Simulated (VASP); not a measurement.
A run of VASP 6.6.1:

File INCAR:

```
  PREC = Accurate
  ENCUT = 700
  EDIFF = 1E-6
  ISMEAR = 0
  SIGMA = 0.15
  LREAL = F
  LASPH = T
  NELM = 120
  ALGO = Normal
  ISIF = 2
  LWAVE = F
  LCHARG = F
  NBANDS = 16
  GGA_COMPAT = F
```

Contents of KPOINTS:

```
Automatic mesh
0
Gamma
  18 18 18
```

File POSCAR:

```
TaN
1.0
    0.0000000000      2.2281815418      2.2281815418
    2.2281815418      0.0000000000      2.2281815418
    2.2281815418      2.2281815418      0.0000000000
Ta N
1 1
Direct
    0.4989139126      0.5010860874      0.5010860874
    0.0140304995     -0.0140304995     -0.0140304995
```

Potentials or basis: VASP PAW LDA potentials, release 64 (Ta_sv_GW, N).

Launch:

```bash
$ cat potpaw_LDA.64/Ta_sv_GW/POTCAR potpaw_LDA.64/N/POTCAR > POTCAR
$ mpirun -np 1 vasp_std > vasp.out
```

Hardware: 1 thread of AMD EPYC 9R45 96-Core Processor (Zen 5), on a shared host.

How long does it take, and how much memory?

Wall time 2 min on 1 thread of AMD EPYC 9R45 96-Core Processor (Zen 5) (shared host), peak memory 0.36 GiB. Counts: scf iterations 13, k points 480.
